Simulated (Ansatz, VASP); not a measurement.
**K3LuN2: VASP beside Ansatz**

```xyz
6
Lattice="4.5321 0.0000 0.0000 -2.2661 3.9249 0.0000 0.0000 0.0000 9.0038" Properties=species:S:1:pos:R:3 pbc="T T T"
K     0.0000    2.6166    4.5019
K     2.2661    1.3083    0.0000
K     2.2661    1.3083    4.5019
Lu    0.0000    2.6166    0.0000
N     0.0000    0.0000    2.2066
N     0.0000    0.0000    6.7972
```

Change from the starting cell: species swapped into the Eu2Ge3Au type (P-6m2, No. 187).

Alike in both runs: task single point; functional PBE; k mesh 6 × 6 × 2; occupations gaussian, width 0.1 eV; no spin polarisation.

|  | VASP | Ansatz |
| --- | --- | --- |
| version | VASP 6.6.1 | Ansatz 0.2.0 |
| potentials or method | VASP PAW PBE potentials, release 64 (K_sv, Lu, N), cutoff 520 eV | scalar-relativistic, plane waves, PAW |
| valence electrons in the cell | 62 | 62 |

VASP gave:

```
gap on the k mesh at the Fermi level (eV)                     : none
pressure (GPa)                                                : -3.4
traceless stress, the component that is largest in VASP (GPa) : -19.72
rms of the force components (eV/Å)                            : 0.488
```

Task: Which values does Ansatz return?

Result: gap on the k mesh at the Fermi level (eV): none; pressure (GPa): -3.6; traceless stress, the component that is largest in VASP (GPa): -19.50; rms of the force components (eV/Å): 0.488.

Atom by atom the forces differ by 0.000 eV/Å (rms over components). A gap of «none» marks a metal or a gap that the smearing closes.

Spin-orbit coupling is off throughout.
